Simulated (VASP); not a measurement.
The system is AlN.

```
Al N
1.0
     0.00000    2.18399    2.18399
     2.18399    0.00000    2.18399
     2.18399    2.18399    0.00000
Al N
1 1
Direct
  0.00000 0.00000 0.00000
  0.25000 0.25000 0.25000
```

Base run:

- Program: VASP 6.6.1
- Functional: RPBE
- Potentials or basis: VASP PAW PBE potentials, release 64 (Al, N)
- Cutoff: 520 eV
- k mesh: 10 × 10 × 10
- Occupations: fermi-dirac, width 0.05 eV
- Spin: no spin polarisation

Its results: band gap on the k mesh 3.36 eV (least direct gap 4.23 eV); pressure 7.9 GPa.

Q: The run is repeated on the same cell with these changes: functional from RPBE to PBEsol; k mesh from 10 × 10 × 10 to 8 × 8 × 8. What comes out?

A: Band gap on the k mesh 3.19 eV (least direct gap 4.13 eV); pressure 1.3 GPa.

Several settings changed at once.

Caveats: the PAW data sets were made with another functional, which shifts forces and pressure a little; the cell stands under pressure (at least some runs).

A k mesh can miss the band edges.
